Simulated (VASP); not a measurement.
# NiH3 (I4/mcm) in VASP: density of states with PBE

Aim: the density of states of NiH3 with PBE.

Program: VASP 6.6.1. These are calculated values, not measurements. Logs are shortened: lines on timing, memory, paths and dates and some standing lists are left out, and cuts for length are marked.

### Step 1. The cell of the first run

Symmetry: I4/mcm, No. 140, tetragonal system. Conventional cell: a = 4.243 Å, b = 4.243 Å, c = 6.253 Å, α = 90.00°, β = 90.00°, γ = 90.00°. Ni (site symmetry 4/m) has 6 H at 1.56 to 1.57 Å within 2.1 Å. Within 2.1 Å of H (site symmetry m2m) lie 2 Ni at 1.57 Å and 1 H at 2.06 Å. Within 2.1 Å of H (site symmetry 422) lie 2 Ni at 1.56 Å.

### Step 2. Density of states, PBE

Contents of POSCAR:

```
NiH3
1.0
   -2.1212771094      2.1212771094      3.1266740670
    2.1212771094     -2.1212771094      3.1266740670
    2.1212771094      2.1212771094     -3.1266740670
Ni H
2 6
Direct
    0.5000000000      0.5000000000      0.0000000000
    0.0000000000      0.0000000000      0.0000000000
    0.3279167214      0.8279167214      0.1558334429
    0.8279167214      0.6720832786      0.5000000000
    0.7500000000      0.7500000000      0.0000000000
    0.6720832786      0.1720832786      0.8441665571
    0.1720832786      0.3279167214      0.5000000000
    0.2500000000      0.2500000000      0.0000000000
```

Contents of INCAR.step1:

```
  PREC = Accurate
  ENCUT = 520
  EDIFF = 1E-7
  ISMEAR = 0
  SIGMA = 0.1
  LREAL = False
  LASPH = True
  NELM = 100
  ALGO = Normal
  ISIF = 2
  LWAVE = False
  LCHARG = True
  LMAXMIX = 4
  GGA = PE
  NBANDS = 23
```

Contents of KPOINTS.step1:

```
Automatic mesh
0
Gamma
  12 12 12
```

Contents of INCAR.step2:

```
  PREC = Accurate
  ENCUT = 520
  EDIFF = 1E-7
  ISMEAR = -5
  SIGMA = 0.1
  LREAL = False
  LASPH = True
  NELM = 100
  ALGO = Normal
  ISIF = 2
  LWAVE = False
  LCHARG = False
  LMAXMIX = 4
  GGA = PE
  LORBIT = 11
  NBANDS = 23
  NEDOS = 1001
  ICHARG = 11
```

Contents of KPOINTS.step2:

```
Automatic mesh
0
Gamma
  18 18 18
```

Potentials or basis: VASP PAW PBE potentials, release 64 (Ni, H).

Command:

```bash
cat potpaw_PBE.64/Ni/POTCAR potpaw_PBE.64/H/POTCAR > POTCAR
cp INCAR.step1 INCAR
cp KPOINTS.step1 KPOINTS
mpirun -np 1 vasp_std > vasp.out
cp INCAR.step2 INCAR
cp KPOINTS.step2 KPOINTS
mpirun -np 1 vasp_std > vasp.out
```

OUTCAR:

```text
PREC = Accurate
   ENCUT = 520
   EDIFF = 1E-7
   ISMEAR = -5
   LREAL = False
   LASPH = True
   NELM = 100
   ISIF = 2
   GGA = PE
   LORBIT = 11
   ICHARG = 11

 ion  position               nearest neighbor table
   1  0.500  0.500  0.000-   5 1.56   8 1.56   4 1.57   7 1.57   3 1.57   6 1.57   2 3.00   2 3.00
                             2 3.00   2 3.00
   2  0.000  0.000  0.000-   5 1.56   8 1.56   7 1.57   4 1.57   6 1.57   3 1.57   1 3.00   1 3.00
                             1 3.00   1 3.00
   3  0.328  0.828  0.156-   1 1.57   2 1.57
   4  0.828  0.672  0.500-   2 1.57   1 1.57
   5  0.750  0.750  0.000-   1 1.56   2 1.56
   6  0.672  0.172  0.844-   1 1.57   2 1.57
   7  0.172  0.328  0.500-   1 1.57   2 1.57
   8  0.250  0.250  0.000-   1 1.56   2 1.56

  LATTYP: Found a body centered tetragonal cell.
 ALAT       =     4.2425542188
 C/A-ratio  =     1.4739583306

  Lattice vectors:

 A1 = (  -2.1212771094,   2.1212771094,   3.1266740670)
 A2 = (   2.1212771094,  -2.1212771094,   3.1266740670)
 A3 = (   2.1212771094,   2.1212771094,  -3.1266740670)

Analysis of symmetry for initial positions (statically):
=====================================================================
 Subroutine PRICEL returns:
 Original cell was already a primitive cell.

 Routine SETGRP: Setting up the symmetry group for a
 body centered tetragonal supercell.

 Subroutine GETGRP returns: Found 16 space group operations
 (whereof  8 operations were pure point group operations)
 out of a pool of 16 trial point group operations.

The static configuration has the point symmetry C_4h.
 The point group associated with its full space group is D_4h.

Analysis of symmetry for dynamics (positions and initial velocities):
=====================================================================
 Subroutine PRICEL returns:
 Original cell was already a primitive cell.

 Routine SETGRP: Setting up the symmetry group for a
 body centered tetragonal supercell.

 Subroutine GETGRP returns: Found 16 space group operations
 (whereof  8 operations were pure point group operations)
 out of a pool of 16 trial point group operations.

The dynamic configuration has the point symmetry C_4h.
 The point group associated with its full space group is D_4h.

 Subroutine INISYM returns: Found 16 space group operations
 (whereof  8 operations are pure point group operations),
 and found     1 'primitive' translations

----------------------------------------------------------------------------------------

                                     Primitive cell

  volume of cell :      56.2778

  direct lattice vectors                    reciprocal lattice vectors
    -2.121277109  2.121277109  3.126674067     0.000000000  0.235707064  0.159914334
     2.121277109 -2.121277109  3.126674067     0.235707064  0.000000000  0.159914334
     2.121277109  2.121277109 -3.126674067     0.235707064  0.235707064  0.000000000

  length of vectors
     4.333096338  4.333096338  4.333096338     0.284834012  0.284834012  0.333340127

  position of ions in fractional coordinates (direct lattice)
     0.500000000  0.500000000  0.000000000
     0.000000000  0.000000000  0.000000000
     0.327916721  0.827916721  0.155833443
     0.827916721  0.672083279  0.500000000
     0.750000000  0.750000000  0.000000000
     0.672083279  0.172083279  0.844166557
     0.172083279  0.327916721  0.500000000
     0.250000000  0.250000000  0.000000000

  ion indices of the primitive-cell ions
   primitive index   ion index
                 1           1
                 2           2
                 3           3
                 4           4
                 5           5
                 6           6
                 7           7
                 8           8

----------------------------------------------------------------------------------------

 KPOINTS: Automatic mesh

Automatic generation of k-mesh.
 Grid dimensions read from file:
 generate k-points for:   18   18   18

 Generating k-lattice:

  Cartesian coordinates                     Fractional coordinates (reciprocal lattice)
     0.000000000  0.013094837  0.008884130     0.055555556  0.000000000  0.000000000
     0.013094837  0.000000000  0.008884130     0.000000000  0.055555556  0.000000000
     0.013094837  0.013094837  0.000000000     0.000000000  0.000000000  0.055555556

  Length of vectors
     0.015824112  0.015824112  0.018518896

  Shift w.r.t. Gamma in fractional coordinates (k-lattice)
     0.000000000  0.000000000  0.000000000

 TETIRR: Found   7414 inequivalent tetrahedra from    34992

 Subroutine IBZKPT returns following result:
 ===========================================

 Found    480 irreducible k-points:

 Following reciprocal coordinates:
            Coordinates               Weight
  0.000000  0.000000  0.000000      1.000000
  0.055556  0.000000  0.000000      8.000000
  0.111111  0.000000  0.000000      8.000000
  0.166667 -0.000000  0.000000      8.000000
  0.222222  0.000000  0.000000      8.000000
  0.277778  0.000000  0.000000      8.000000
[... 16 lines left out ...]
 -0.277778  0.055556  0.000000     16.000000
 -0.222222  0.055556 -0.000000     16.000000
 [... further k-points ...]
   k-points           NKPTS =    480   k-points in BZ     NKDIM =    480   number of bands    NBANDS=     23
   number of dos      NEDOS =   1001   number of ions     NIONS =      8
   total plane-waves  NPLWV =  32768
   dimension x,y,z NGX =    32 NGY =   32 NGZ =   32
   dimension x,y,z NGXF=    64 NGYF=   64 NGZF=   64
   ions per type =               2   6
   NGX,Y,Z   is equivalent  to a cutoff of  12.28, 12.28, 12.28 a.u.
   NGXF,Y,Z  is equivalent  to a cutoff of  24.55, 24.55, 24.55 a.u.
 SYSTEM =  unknown system
   PREC   = accura    normal or accurate (medium, high low for compatibility)
   ISTART =      0    job   : 0-new  1-cont  2-samecut
   ICHARG =     11    charge: 1-file 2-atom 10-const
   ISPIN  =      1    spin polarized calculation?
   LNONCOLLINEAR =      F non collinear calculations
   LSORBIT =      F    spin-orbit coupling
   LASPH  =      T    aspherical Exc in radial PAW
   ENCUT  =  520.0 eV  38.22 Ry    6.18 a.u.   8.06  8.06  8.06*2*pi/ulx,y,z
   NELM   =    100;   NELMIN=  2; NELMDL=  0     # of ELM steps
   EDIFF  = 0.1E-06   stopping-criterion for ELM
   LREAL  =      F    real-space projection
   EDIFFG = 0.1E-05   stopping-criterion for IOM
   NSW    =      0    number of steps for IOM
   IBRION =     -1    ionic relax: 0-MD 1-quasi-New 2-CG
   NFREE  =      0    steps in history (QN), initial steepest desc. (CG)
   ISIF   =      2    stress and relaxation
   ISYM   =      2    0-nonsym 1-usesym 2-fastsym
   POTIM  = 0.5000    time-step for ionic-motion
   TEBEG  =    0.0;   TEEND  =   0.0 temperature during run
   PSTRESS=    0.0 pullay stress
   NELECT =      26.0000    total number of electrons
   NUPDOWN=      -1.0000    fix difference up-down
   EMIN   =  10.00;   EMAX   =-10.00  energy-range for DOS
   EFERMI =   0.00;   METHOD = LEGACY
   ISMEAR =    -5;   SIGMA  =   0.10  broadening in eV -4-tet -1-fermi 0-gaus
   EFERMI_NEDOS =   21; number of points for ismear=-14 and -15
   IALGO  =     38    algorithm
   IMIX   =      4    mixing-type and parameters
     AMIX     =   0.40;   BMIX     =  1.00
     AMIX_MAG =   1.60;   BMIX_MAG =  1.00
  volume/ion in A,a.u.               =       7.03        47.47
  Fermi-wavevector in a.u.,A,eV,Ry     =   1.265572  2.391584 21.792072  1.601672
  Thomas-Fermi vector in A             =   2.398818
   LORBIT       =     11    0 simple, 1 ext, 2 COOP (PROOUT), +10 PAW based schemes
   GGA     = PE    functional components
   LHFCALC =     F    Hartree Fock is set to
   AEXX    =    0.0000 exact exchange contribution
   IVDW    =     0    specifies the selected vdW correction
   LEPSILON=     F    determine dielectric tensor
   LRPA    =     F    only Hartree local field effects (RPA)
 non-spin polarized calculation
 Fermi weights with tetrahedron method with Bloechl corrections
  energy-cutoff  :      520.00
  volume of cell :       56.28
 maximum number of plane-waves:      1533

 number of electron      25.9999976 magnetization

 Free energy of the ion-electron system (eV)
  ---------------------------------------------------
  ext. energy  EPLUGINS =         0.00000000
  ---------------------------------------------------
  free energy    TOTEN  =       -29.21797099 eV

  energy without entropy =      -29.21797099  energy(sigma->0) =      -29.21797099

 E-fermi :   1.7494     XC(G=0):  -9.8983

 val. band max:        1.7845855852   @ k =  -0.2778   0.5000   0.1667
 cond. band min:       1.6908105950   @ k =   0.1667  -0.0000   0.0000
 fundamental gap:     -0.0937749902
 Fermi energy:         1.7493921515

 k-point     1 :       0.0000    0.0000    0.0000
  band No.  band energies     occupation
      1      -7.3289      2.00000
      2      -3.2629      2.00000
      3      -3.1101      2.00000
      4      -0.4325      2.00000
      5      -0.2115      2.00000
      6      -0.2115      2.00000
[... 15 lines left out ...]
     22      11.7717      0.00000
     23      12.4610      0.00000

 k-point     2 :       0.0556    0.0000    0.0000
  band No.  band energies     occupation
      1      -7.2945      2.00000
      2      -3.2542      2.00000
      3      -3.1016      2.00000
      4      -0.4468      2.00000
      5      -0.2458      2.00000
      6      -0.2104      2.00000
[... 15 lines left out ...]
     22      11.8533      0.00000
     23      12.8228      0.00000

 k-point     3 :       0.1111    0.0000    0.0000
  band No.  band energies     occupation
      1      -7.1917      2.00000
      2      -3.2286      2.00000
      3      -3.0761      2.00000
      4      -0.5388      2.00000
      5      -0.4586      2.00000
      6      -0.3252      2.00000
[... 15 lines left out ...]
     22      12.1111      0.00000
     23      13.5408      0.00000

 k-point     4 :       0.1667   -0.0000    0.0000
  band No.  band energies     occupation
      1      -7.0209      2.00000
      2      -3.1887      2.00000
      3      -3.0333      2.00000
      4      -0.8710      2.00000
      5      -0.7632      2.00000
      6      -0.6433      2.00000
[... 15 lines left out ...]
     22      12.6997      0.00000
     23      14.4386      0.00000

 k-point     5 :       0.2222    0.0000    0.0000
  band No.  band energies     occupation
      1      -6.7835      2.00000
      2      -3.1420      2.00000
      3      -2.9725      2.00000
      4      -1.3828      2.00000
      5      -1.0686      2.00000
      6      -0.9586      2.00000
[... 434 lines left out ...]
 k-point    22 :      -0.3333    0.0556    0.0000
  band No.  band energies     occupation
      1      -6.2027      2.00000
      2      -3.1358      2.00000
      3      -2.8443      2.00000
      4      -2.2786      2.00000
      5      -1.5502      2.00000
      6      -1.4443      2.00000
[... 15 lines left out ...]
     22      14.7101      0.00000
     23      16.6592      0.00000

 k-point    23 :      -0.2778    0.0556    0.0000
  band No.  band energies     occupation
      1      -6.5483      2.00000
      2      -3.0887      2.00000
      3      -2.9296      2.00000
      4      -1.8298      2.00000
      5      -1.2630      2.00000
      6      -1.1615      2.00000
[... 15 lines left out ...]
     22      13.8568      0.00000
     23      16.2309      0.00000

 k-point    24 :      -0.2222    0.0556   -0.0000
  band No.  band energies     occupation
      1      -6.8307      2.00000
      2      -3.1283      2.00000
      3      -2.9983      2.00000
      4      -1.3373      2.00000
      5      -0.9357      2.00000
      6      -0.8653      2.00000
[... 15 lines left out ...]
     22      13.0138      0.00000
     23      15.2911      0.00000

 [... further k-points ...]
[... 5 lines left out ...]
  --------------------------------------------------------------------------------------
  -------------------------------------------------------------------------------------
  Total       -0.0213047     -0.0213047     -0.0552130      0.0000000      0.0000000      0.0000000
  in kB       -0.6065254     -0.6065254     -1.5718614      0.0000000      0.0000000      0.0000000
  external PRESSURE =      -0.9283041 kB  Pullay stress =       0.0000000 kB

 VOLUME and BASIS-vectors are now :
 -----------------------------------------------------------------------------
  energy-cutoff  :      520.00
  volume of cell :       56.28
      direct lattice vectors                 reciprocal lattice vectors
    -2.121277109  2.121277109  3.126674067     0.000000000  0.235707064  0.159914334
     2.121277109 -2.121277109  3.126674067     0.235707064  0.000000000  0.159914334
     2.121277109  2.121277109 -3.126674067     0.235707064  0.235707064  0.000000000

 POSITION                                       TOTAL-FORCE (eV/Angst)
 -----------------------------------------------------------------------------------
      0.00000      0.00000      3.12667        -0.000000      0.000000     -0.000000
      0.00000      0.00000      0.00000        -0.000000      0.000000     -0.000000
      1.39120     -0.73007      3.12667         0.006183      0.006183     -0.000000
      0.73007      1.39120      3.12667        -0.006183      0.006183     -0.000000
      0.00000      0.00000      4.69001        -0.000000      0.000000     -0.000000
      0.73007      2.85135      0.00000        -0.006183     -0.006183      0.000000
      1.39120      0.73007      0.00000         0.006183     -0.006183     -0.000000
      0.00000      0.00000      1.56334        -0.000000     -0.000000     -0.000000
 -----------------------------------------------------------------------------------
    total drift:                               -0.000000     -0.000000     -0.000000

  FREE ENERGIE OF THE ION-ELECTRON SYSTEM (eV)
  ---------------------------------------------------
  free  energy   TOTEN  =       -29.2179709915 eV

  energy  without entropy=      -29.2179709915  energy(sigma->0) =      -29.21797099

 total charge

# of ion       s       p       d       tot
------------------------------------------
    1        0.514   0.622   8.387   9.523
    2        0.514   0.622   8.387   9.523
    3        0.541   0.020   0.000   0.561
    4        0.541   0.020   0.000   0.561
    5        0.551   0.019   0.000   0.569
    6        0.541   0.020   0.000   0.561
    7        0.541   0.020   0.000   0.561
    8        0.551   0.019   0.000   0.569
--------------------------------------------------
tot          4.293   1.360  16.775  22.428
```

It took 4.7 min on 1 thread of Intel Xeon Platinum 8488C (Sapphire Rapids), shared host; peak memory 0.57 GiB.

Results:

```yaml
Valence_electrons_inside_the_program's_atomic_spheres: Ni 9.52; H 0.56, 0.57
```

Caveat: tetrahedron occupations give inexact forces and stress in metals. Spin polarisation is off, so any magnetic state and its effect on volume and gap are missing.
